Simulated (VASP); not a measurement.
Write the native input for VASP 6.6.1 that does the following.

```yaml
Task: single point
Functional: PBE
Dispersion: D3(BJ)
Potentials_or_basis: VASP PAW PBE potentials, release 64 (C, O)
Cutoff: 520 eV
k_mesh: 12 × 12 × 1
Occupations: gaussian, width 0.1 eV
Spin: no spin polarisation
Dipole_correction: yes
Further_INCAR_settings: ALGO = Normal; EDIFF = 1e-07; NBANDS = 29
```

The structure of C8O lies in POSCAR:

```
C8O
1.0
    2.4649796670      0.0000000000      0.0000000000
   -1.2324898335      2.1347350114      0.0000000000
    0.0000000000      0.0000000000     29.1076495408
C O
8 1
Direct
    0.0000000000      0.0000000000      0.2920194646
    0.6666666667      0.3333333333      0.2920194566
    0.0000000000      0.0000000000      0.4077696707
    0.3333333333      0.6666666667      0.4077696627
    0.0000000000      0.0000000000      0.5235198769
    0.6666666667      0.3333333333      0.5235198689
    0.0000000000      0.0000000000      0.6392700831
    0.3333333333      0.6666666667      0.6392700751
    0.0000000000      0.2500000000      0.6645797483
```

These files were run (other wordings do the same):

INCAR

```
PREC = Accurate
ENCUT = 520
EDIFF = 1E-7
ISMEAR = 0
SIGMA = 0.1
LREAL = False
LASPH = True
NELM = 80
ALGO = Normal
ISIF = 2
LWAVE = False
LCHARG = False
LDIPOL = True
IDIPOL = 3
DIPOL = 0.5 0.5 0.488
GGA = PE
IVDW = 12
NBANDS = 29
```

KPOINTS

```
Automatic mesh
0
Gamma
  12 12 1
```

Potentials or basis: VASP PAW PBE potentials, release 64 (C, O).

Command:

```console
$ cat potpaw_PBE.64/C/POTCAR potpaw_PBE.64/O/POTCAR > POTCAR
$ mpirun -np 1 vasp_std > vasp.out
```

Results of the run:

The largest force is 76.616 eV/Å and the band gap on the k mesh is zero (bands 19 and 20 overlap by 0.01 eV). The dispersion energy per atom is -0.132 eV.

Caveat: atoms lie so close that the PAW spheres overlap strongly, which falsifies energies and pressures.

Wall time 6.4 min on 1 thread of AMD EPYC 9R45 96-Core Processor (Zen 5) (shared host), peak memory 0.38 GiB.
